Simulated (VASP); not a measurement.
A run of VASP 6.6.1 is set up as follows.

Contents of INCAR:

```
SYSTEM = Bi
PREC = Accurate
ENCUT = 520
EDIFF = 1E-7
ISMEAR = 0
SIGMA = 0.1
LREAL = .FALSE.
LASPH = .TRUE.
NELM = 60
ALGO = Fast
ISIF = 2
LWAVE = .FALSE.
LCHARG = .TRUE.
GGA = PE
LELF = .TRUE.
LVHAR = .TRUE.
NBANDS = 14
```

Contents of KPOINTS:

```
Automatic mesh
0
G
  6 6 4
  0 0 0
```

Contents of POSCAR:

```
Bi
1.0
    1.7569564408     -2.9914485325     -0.0510965384
    1.7569564408      2.9914485325     -0.0510965384
   -1.8715282146      0.0000000000      3.0512837858
Bi
1
Direct
    0.5000000000      0.5000000000      0.5000000000
```

Potentials or basis: VASP PAW PBE potentials, release 64 (Bi_d).

Run with:

```console
$ cat potpaw_PBE.64/Bi_d/POTCAR > POTCAR
$ mpirun -np 1 vasp_std > vasp.out
```

(1) What does it give for the pressure?

Results:

(1) 0.0 GPa.

Caveat: the k points lie up to 0.52 Å⁻¹ apart.
